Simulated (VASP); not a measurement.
Wanted: the native input for a VASP 6.6.1 run.

- Task: single point
- Functional: LDA
- Potentials or basis: VASP PAW LDA potentials, release 64 (Te)
- Cutoff: 520 eV
- k mesh: 7 × 7 × 5
- Occupations: fermi-dirac, width 0.05 eV
- Spin: no spin polarisation
- Dipole correction: no
- Further INCAR settings: ALGO = Normal; EDIFF = 1e-06; NBANDS = 16

The structure of Te lies in POSCAR:

```
Te
1.0
    3.8705621598     -2.1764716655      0.0000000000
    3.8705621598      2.1764716655      0.0000000000
   -0.0955316789      0.0000000000      6.0547324433
Te
3
Direct
    0.0000000000      0.0000000000      0.0000000000
    0.3094466100      0.3094466100      0.3388094900
    0.6905533900      0.6905533900      0.6611905100
```

The input as run:

INCAR

```
PREC = Accurate
ENCUT = 520
EDIFF = 1E-6
ISMEAR = -1
SIGMA = 0.05
LREAL = F
LASPH = T
NELM = 100
ALGO = Normal
ISIF = 2
LWAVE = F
LCHARG = F
GGA = CA
NBANDS = 16
```

KPOINTS

```
Automatic mesh
0
Gamma
  7 7 5
```

Potentials or basis: VASP PAW LDA potentials, release 64 (Te).

Launch:

```bash
$ cat potpaw_LDA.64/Te/POTCAR > POTCAR
$ mpirun -np 1 vasp_std > vasp.out
```

It gave:

| Item | Value |
| --- | --- |
| Pressure | -4.4 GPa |
| Largest force | 0.023 eV/Å |
| Band gap on the k mesh | 0.07 eV, indirect (least direct gap 0.20 eV) |

Caveat: spin-orbit coupling is left out, which moves the levels of the heavy elements.

Wall time 79 s on 1 thread of Intel(R) Xeon(R) Platinum 8375C CPU @ 2.90GHz (Ice Lake) (shared host), peak memory 0.24 GiB.
